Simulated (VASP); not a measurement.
Set up this calculation in VASP 6.6.1, as the native input.

```
Task                   : single point
Functional             : LDA
Potentials or basis    : VASP PAW LDA potentials, release 64 (Te)
Cutoff                 : 520 eV
k mesh                 : 7 × 7 × 7
Occupations            : fermi-dirac, width 0.15 eV
Spin                   : no spin polarisation
Dipole correction      : no
Further INCAR settings : ALGO = Normal; EDIFF = 1e-06; NBANDS = 9
```

The structure of Te lies in POSCAR:

```
Te
1.0
    2.3211753325      1.3401309060      1.7021526972
   -2.3211753325      1.3401309060      1.7021526972
    0.0000000000     -2.6802628185      1.7021526972
Te
1
Direct
    0.5000000000      0.5000000000      0.5000000000
```

One way to write it, as run:

INCAR

```
PREC     = Accurate       # precision mode
ENCUT    = 520            # plane-wave cutoff, eV
EDIFF    = 1E-6           # SCF threshold, eV
ISMEAR   = -1             # smearing method
SIGMA    = 0.15           # smearing width, eV
LREAL    = F              # projectors in reciprocal space
LASPH    = T              # aspherical terms in the spheres
NELM     = 100            # most SCF steps
ALGO     = Normal         # electronic algorithm
ISIF     = 2              # what is computed and relaxed
LWAVE    = F              # write WAVECAR
LCHARG   = F              # write CHGCAR
GGA      = CA             # functional
NBANDS   = 9              # bands
```

KPOINTS

```
regular mesh
0
Gamma
  7 7 7
```

Potentials or basis: VASP PAW LDA potentials, release 64 (Te).

Launch:

```bash
$ cat potpaw_LDA.64/Te/POTCAR > POTCAR
$ mpirun -np 1 vasp_std > vasp.out
```

Results of the run:

```json
{"Pressure": "-2.3 GPa", "Band gap on the k mesh": "zero (band 3 reaches 8.95 eV, above the bottom of band 4 at 4.24 eV)"}
```

Caveat: spin-orbit coupling is left out, which moves the levels of the heavy elements.

Run time: 6.3 s on 1 thread of Intel Xeon 8259CL, on a shared host, peak memory 0.13 GiB.
